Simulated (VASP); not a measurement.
# TiO2 (R-3m) in VASP: notebook

TiO2 is run at these levels: PBEsol; tasks: single point.

Everything below comes from runs of VASP 6.6.1. Logs are shortened: lines on timing, memory, paths and dates and some standing lists are left out, and cuts for length are marked.

## Step 1: The cell of the first run

It takes space group R-3m (No. 166, trigonal). Conventional cell: a = 2.995 Å, b = 2.995 Å, c = 20.945 Å, α = 90.00°, β = 90.00°, γ = 120.00°. Within 2.6 Å of Ti (site symmetry -3m) lie 6 O at 1.98 Å. Within 2.6 Å of O (site symmetry 3m) lie 3 Ti at 1.98 Å and 3 O at 2.60 Å.

## Step 2: Single point, PBEsol

Contents of INCAR:

```
SYSTEM = TiO2
PREC = Accurate
ENCUT = 520
EDIFF = 1E-6
ISMEAR = -1
SIGMA = 0.05
LREAL = .FALSE.
LASPH = .TRUE.
NELM = 100
ALGO = Normal
ISIF = 2
LWAVE = .FALSE.
LCHARG = .FALSE.
GGA = PS
NBANDS = 19
```

Contents of KPOINTS:

```
Automatic mesh
0
G
  7 7 7
  0 0 0
```

Contents of POSCAR:

```
TiO2
1.0
    1.4973312015      0.8644845722      6.9815443949
   -1.4973312015      0.8644845722      6.9815443949
    0.0000000000     -1.7289691445      6.9815443949
Ti O
1 2
Direct
    0.0000000000      0.0000000000      0.0000000000
    0.3795330000      0.3795330000      0.3795330000
    0.6204670000      0.6204670000      0.6204670000
```

Potentials or basis: VASP PAW PBE potentials, release 64 (Ti_sv, O).

Command:

```bash
cat potpaw_PBE.64/Ti_sv/POTCAR potpaw_PBE.64/O/POTCAR > POTCAR
mpirun -np 1 vasp_std > vasp.out
```

OUTCAR:

```text
SYSTEM = TiO2
   PREC = Accurate
   ENCUT = 520
   EDIFF = 1E-6
   ISMEAR = -1
   LREAL = .FALSE.
   LASPH = .TRUE.
   NELM = 100
   ISIF = 2
   GGA = PS

 ion  position               nearest neighbor table
   1  0.000  0.000  0.000-   3 1.98   2 1.98   3 1.98   3 1.98   2 1.98   2 1.98
   2  0.380  0.380  0.380-   1 1.98   1 1.98   1 1.98
   3  0.620  0.620  0.620-   1 1.98   1 1.98   1 1.98

  LATTYP: Found a trigonal (rhomboedric) cell.
 ALAT       =     7.1924471802
 COS(alpha) =     0.9133213014

  Lattice vectors:

 A1 = (   1.4973312015,   0.8644845722,   6.9815443949)
 A2 = (  -1.4973312015,   0.8644845722,   6.9815443949)
 A3 = (   0.0000000000,  -1.7289691445,   6.9815443949)

Analysis of symmetry for initial positions (statically):
=====================================================================
 Subroutine PRICEL returns:
 Original cell was already a primitive cell.

 Routine SETGRP: Setting up the symmetry group for a
 trigonal (rhombohedral) supercell.

 Subroutine GETGRP returns: Found 12 space group operations
 (whereof 12 operations were pure point group operations)
 out of a pool of 12 trial point group operations.

The static configuration has the point symmetry D_3d.

Analysis of symmetry for dynamics (positions and initial velocities):
=====================================================================
 Subroutine PRICEL returns:
 Original cell was already a primitive cell.

 Routine SETGRP: Setting up the symmetry group for a
 trigonal (rhombohedral) supercell.

 Subroutine GETGRP returns: Found 12 space group operations
 (whereof 12 operations were pure point group operations)
 out of a pool of 12 trial point group operations.

The dynamic configuration has the point symmetry D_3d.

 Subroutine INISYM returns: Found 12 space group operations
 (whereof 12 operations are pure point group operations),
 and found     1 'primitive' translations

----------------------------------------------------------------------------------------

                                     Primitive cell

  volume of cell :      54.2223

  direct lattice vectors                    reciprocal lattice vectors
     1.497331201  0.864484572  6.981544395     0.333927457  0.192793107  0.047744928
    -1.497331201  0.864484572  6.981544395    -0.333927457  0.192793107  0.047744928
     0.000000000 -1.728969144  6.981544395     0.000000000 -0.385586214  0.047744928

  length of vectors
     7.192447180  7.192447180  7.192447180     0.388530960  0.388530960  0.388530960

  position of ions in fractional coordinates (direct lattice)
     0.000000000  0.000000000  0.000000000
     0.379533000  0.379533000  0.379533000
     0.620467000  0.620467000  0.620467000

  ion indices of the primitive-cell ions
   primitive index   ion index
                 1           1
                 2           2
                 3           3

----------------------------------------------------------------------------------------

 KPOINTS: Automatic mesh

Automatic generation of k-mesh.
 Grid dimensions read from file:
 generate k-points for:    7    7    7

 Generating k-lattice:

  Cartesian coordinates                     Fractional coordinates (reciprocal lattice)
     0.047703922  0.027541872  0.006820704     0.142857143  0.000000000  0.000000000
    -0.047703922  0.027541872  0.006820704     0.000000000  0.142857143  0.000000000
     0.000000000 -0.055083745  0.006820704     0.000000000  0.000000000  0.142857143

  Length of vectors
     0.055504423  0.055504423  0.055504423

  Shift w.r.t. Gamma in fractional coordinates (k-lattice)
     0.000000000  0.000000000  0.000000000

 Subroutine IBZKPT returns following result:
 ===========================================

 Found     44 irreducible k-points:

 Following reciprocal coordinates:
            Coordinates               Weight
  0.000000  0.000000  0.000000      1.000000
  0.142857 -0.000000 -0.000000      6.000000
  0.285714  0.000000 -0.000000      6.000000
  0.428571 -0.000000  0.000000      6.000000
  0.142857  0.142857 -0.000000      6.000000
  0.285714  0.142857 -0.000000     12.000000
[... 16 lines left out ...]
  0.285714  0.285714  0.142857      6.000000
  0.428571  0.285714  0.142857     12.000000
 [... further k-points ...]
   k-points           NKPTS =     44   k-points in BZ     NKDIM =     44   number of bands    NBANDS=     19
   number of dos      NEDOS =    301   number of ions     NIONS =      3
   total plane-waves  NPLWV = 157464
   dimension x,y,z NGX =    54 NGY =   54 NGZ =   54
   dimension x,y,z NGXF=   108 NGYF=  108 NGZF=  108
   ions per type =               1   2
   NGX,Y,Z   is equivalent  to a cutoff of  12.48, 12.48, 12.48 a.u.
   NGXF,Y,Z  is equivalent  to a cutoff of  24.96, 24.96, 24.96 a.u.
 SYSTEM =  TiO2
   PREC   = accura    normal or accurate (medium, high low for compatibility)
   ISTART =      0    job   : 0-new  1-cont  2-samecut
   ICHARG =      2    charge: 1-file 2-atom 10-const
   ISPIN  =      1    spin polarized calculation?
   LNONCOLLINEAR =      F non collinear calculations
   LSORBIT =      F    spin-orbit coupling
   LASPH  =      T    aspherical Exc in radial PAW
   ENCUT  =  520.0 eV  38.22 Ry    6.18 a.u.  13.37 13.37 13.37*2*pi/ulx,y,z
   NELM   =    100;   NELMIN=  2; NELMDL= -5     # of ELM steps
   EDIFF  = 0.1E-05   stopping-criterion for ELM
   LREAL  =      F    real-space projection
   EDIFFG = 0.1E-04   stopping-criterion for IOM
   NSW    =      0    number of steps for IOM
   IBRION =     -1    ionic relax: 0-MD 1-quasi-New 2-CG
   NFREE  =      0    steps in history (QN), initial steepest desc. (CG)
   ISIF   =      2    stress and relaxation
   ISYM   =      2    0-nonsym 1-usesym 2-fastsym
   POTIM  = 0.5000    time-step for ionic-motion
   TEBEG  =    0.0;   TEEND  =   0.0 temperature during run
   PSTRESS=    0.0 pullay stress
   NELECT =      24.0000    total number of electrons
   NUPDOWN=      -1.0000    fix difference up-down
   EMIN   =  10.00;   EMAX   =-10.00  energy-range for DOS
   EFERMI =   0.00;   METHOD = LEGACY
   ISMEAR =    -1;   SIGMA  =   0.05  broadening in eV -4-tet -1-fermi 0-gaus
   EFERMI_NEDOS =   21; number of points for ismear=-14 and -15
   IALGO  =     38    algorithm
   IMIX   =      4    mixing-type and parameters
     AMIX     =   0.40;   BMIX     =  1.00
     AMIX_MAG =   1.60;   BMIX_MAG =  1.00
  volume/ion in A,a.u.               =      18.07       121.97
  Fermi-wavevector in a.u.,A,eV,Ry     =   1.247630  2.357680 21.178579  1.556582
  Thomas-Fermi vector in A             =   2.381754
   LORBIT       =      0    0 simple, 1 ext, 2 COOP (PROOUT), +10 PAW based schemes
   GGA     = PS    functional components
   LHFCALC =     F    Hartree Fock is set to
   AEXX    =    0.0000 exact exchange contribution
   IVDW    =     0    specifies the selected vdW correction
   LEPSILON=     F    determine dielectric tensor
   LRPA    =     F    only Hartree local field effects (RPA)
 non-spin polarized calculation
  energy-cutoff  :      520.00
  volume of cell :       54.22
 maximum number of plane-waves:      1507
 NGX is ok and might be reduce to    54
   NGX = 27   NGY = 27   NGZ = 27

 number of electron      24.0000006 magnetization

 Free energy of the ion-electron system (eV)
  ---------------------------------------------------
  ext. energy  EPLUGINS =         0.00000000
  ---------------------------------------------------
  free energy    TOTEN  =       -27.63093218 eV

  energy without entropy =      -27.63093218  energy(sigma->0) =      -27.63093218

 E-fermi :   0.0753     XC(G=0):  -7.7380

 val. band max:       -1.1677087227   @ k =  -0.1429   0.1429   0.0000
 cond. band min:       1.4603357030   @ k =   0.0000   0.0000   0.0000
 fundamental gap:      2.6280444257
 Fermi energy:         0.0753375473

 k-point     1 :       0.0000    0.0000    0.0000
  band No.  band energies     occupation
      1     -57.3066      2.00000
      2     -33.6784      2.00000
      3     -33.3973      2.00000
      4     -33.3973      2.00000
      5     -18.5072      2.00000
      6     -16.7244      2.00000
[... 11 lines left out ...]
     18       5.9252      0.00000
     19       9.0723      0.00000

 k-point     2 :       0.1429   -0.0000   -0.0000
  band No.  band energies     occupation
      1     -57.2932      2.00000
      2     -33.6548      2.00000
      3     -33.5104      2.00000
      4     -33.4186      2.00000
      5     -18.2521      2.00000
      6     -16.8528      2.00000
[... 11 lines left out ...]
     18       6.5321      0.00000
     19       9.7406      0.00000

 k-point     3 :       0.2857    0.0000   -0.0000
  band No.  band energies     occupation
      1     -57.2632      2.00000
      2     -33.7594      2.00000
      3     -33.5981      2.00000
      4     -33.4661      2.00000
      5     -17.7194      2.00000
      6     -17.0755      2.00000
[... 11 lines left out ...]
     18       7.9570      0.00000
     19      10.9028      0.00000

 k-point     4 :       0.4286   -0.0000    0.0000
  band No.  band energies     occupation
      1     -57.2389      2.00000
      2     -33.9495      2.00000
      3     -33.5543      2.00000
      4     -33.5039      2.00000
      5     -17.5876      2.00000
      6     -16.9250      2.00000
[... 11 lines left out ...]
     18       9.8181      0.00000
     19      11.8813      0.00000

 k-point     5 :       0.1429    0.1429   -0.0000
  band No.  band energies     occupation
      1     -57.2932      2.00000
      2     -33.6548      2.00000
      3     -33.5104      2.00000
      4     -33.4186      2.00000
      5     -18.2520      2.00000
      6     -16.8528      2.00000
[... 11 lines left out ...]
     18       6.6142      0.00000
     19       9.5200      0.00000
[... 334 lines left out ...]
      2     -33.9495      2.00000
      3     -33.5542      2.00000
      4     -33.5039      2.00000
      5     -17.5877      2.00000
      6     -16.9248      2.00000
[... 11 lines left out ...]
     18       9.9503      0.00000
     19      11.5396      0.00000

 k-point    22 :      -0.1429    0.1429    0.1429
  band No.  band energies     occupation
      1     -57.2632      2.00000
      2     -33.7595      2.00000
      3     -33.5981      2.00000
      4     -33.4661      2.00000
      5     -17.7195      2.00000
      6     -17.0755      2.00000
[... 11 lines left out ...]
     18       8.0512      0.00000
     19      10.6640      0.00000

 k-point    23 :       0.2857    0.2857    0.1429
  band No.  band energies     occupation
      1     -57.2932      2.00000
      2     -33.6548      2.00000
      3     -33.5104      2.00000
      4     -33.4186      2.00000
      5     -18.2519      2.00000
      6     -16.8530      2.00000
[... 11 lines left out ...]
     18       6.8592      0.00000
     19       8.9372      0.00000

 k-point    24 :       0.4286    0.2857    0.1429
  band No.  band energies     occupation
      1     -57.2716      2.00000
      2     -33.6732      2.00000
      3     -33.6169      2.00000
      4     -33.4689      2.00000
      5     -17.8389      2.00000
      6     -17.0463      2.00000
[... 11 lines left out ...]
     18       7.8339      0.00000
     19       9.8554      0.00000

 [... further k-points ...]
[... 5 lines left out ...]
  --------------------------------------------------------------------------------------
  -------------------------------------------------------------------------------------
  Total       -1.5636638     -1.5636638     -0.7931726      0.0000000      0.0000000      0.0000000
  in kB      -46.2036290    -46.2036290    -23.4369140      0.0000000      0.0000000      0.0000000
  external PRESSURE =     -38.6147240 kB  Pullay stress =       0.0000000 kB

 VOLUME and BASIS-vectors are now :
 -----------------------------------------------------------------------------
  energy-cutoff  :      520.00
  volume of cell :       54.22
      direct lattice vectors                 reciprocal lattice vectors
     1.497331201  0.864484572  6.981544395     0.333927457  0.192793107  0.047744928
    -1.497331201  0.864484572  6.981544395    -0.333927457  0.192793107  0.047744928
     0.000000000 -1.728969144  6.981544395     0.000000000 -0.385586214  0.047744928

 POSITION                                       TOTAL-FORCE (eV/Angst)
 -----------------------------------------------------------------------------------
      0.00000      0.00000      0.00000         0.000000     -0.000000      0.000000
      0.00000     -0.00000      7.94918         0.000000      0.000000     -0.385571
      0.00000     -0.00000     12.99545         0.000000     -0.000000      0.385571
 -----------------------------------------------------------------------------------
    total drift:                                0.000000      0.000000     -0.000000

  FREE ENERGIE OF THE ION-ELECTRON SYSTEM (eV)
  ---------------------------------------------------
  free  energy   TOTEN  =       -27.6309321774 eV

  energy  without entropy=      -27.6309321774  energy(sigma->0) =      -27.63093218
```

Run time: 4.1 min. Hardware: 1 thread of Intel Xeon Platinum 8259CL at 2.50GHz (Skylake/Cascade Lake), shared host; peak memory 0.39 GiB.

What came out:

```yaml
Free_energy: -27.6309 eV
Pressure: -3.9 GPa
Largest_force: 0.386 eV/Å
Band_gap_on_the_k_mesh: 2.63 eV, indirect (least direct gap 2.83 eV)
```

Forces on the atoms (eV/Å):
```
Ti   0.000  0.000  0.000
O    0.000  0.000 -0.386
O    0.000  0.000  0.386
```

Caveat: the PAW data sets were made with another functional, which shifts forces and pressure a little. A k mesh can miss the band edges.

[end of part 1 of 2]
